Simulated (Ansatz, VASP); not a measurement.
One calculation of TaN, two programs

INCAR

```
SYSTEM = TaN
AGGAC = 1.0
AGGAX = 1.0
ALDAC = 0.0
ALDAX = 1.0
ALGO = Normal
EDIFF = 1E-7
EDIFFG = -0.005
ENCUT = 600
GGA = B5
GGA_COMPAT = .False.
IBRION = 2
ISIF = 3
ISMEAR = 1
LASPH = .True.
LCHARG = .False.
LMAXMIX = 4
LNONCOLLINEAR = .True.
LORBIT = 11
LORBMOM = .True.
LREAL = .False.
LSORBIT = .True.
LWAVE = .False.
MAGMOM = 0 0 0 0 0 0
NELM = 150
NSW = 80
PREC = Accurate
SIGMA = 0.001
```

KPOINTS

```
k-points
0
Gamma
  8 8 7
  0 0 0
```

File POSCAR:

```
TaN
1.0
    2.9380000000      0.0000000000      0.0000000000
   -1.4690000000      2.5443826363      0.0000000000
    0.0000000000      0.0000000000      2.8830000000
Ta N
1 1
Direct
    0.0000000000      0.0000000000      0.5000000000
    0.6666666667      0.3333333333      0.0000000000
```

The input input.yaml:

```yaml
crystal:
  lattice:
    - [2.938, 0.0, 0.0]
    - [-1.469, 2.5443826363, 0.0]
    - [0.0, 0.0, 2.883]
  atoms:
    - { symbol: Ta, position: [0.0, 0.0, 0.5] }
    - { symbol: "N", position: [0.6666666667, 0.3333333333, 0.0] }
kpoints:
  mp_grid: { grid: [8, 8, 7] }
scf:
  occupations: { method: methfessel_paxton, width: 0.001 }
hamiltonian:
  xc: blyp
  pseudopotentials: { kind: all_electron, lapw: { basis_error: 0.002 } }
magnetization:
  noncollinear: true
  spin_orbit: true
output:
  forces: true
  stress: true
relax:
  f_tol: 0.005
  max_steps: 60
  cell: {}
```

Alike in both runs: task relaxation of cell and atoms; functional BLYP; k mesh 8 × 8 × 7; occupations methfessel-paxton of order 1, width 0.001 eV; non-collinear spin, spin-orbit coupling.

|  | VASP | Ansatz |
| --- | --- | --- |
| version | VASP 6.6.1 | Ansatz 0.2.0 |
| potentials or method | VASP PAW PBE potentials, release 64 (Ta_pv, N), cutoff 600 eV | all-electron LAPW, relativistic spinors |

Ansatz gave:

```
net moment per atom (μB)                                     : 0.00
relaxed volume (Å³/atom)                                     : 11.29
relaxed cell length with the largest relative difference (Å) : 2.983
```

Question: Estimate VASP's values.

Answer: net moment per atom (μB): 0.00; relaxed volume (Å³/atom): 11.36; relaxed cell length with the largest relative difference (Å): 2.991.

VASP's potentials were made for PBE, not for BLYP. Ansatz ran all-electron here, and VASP with PAW potentials.
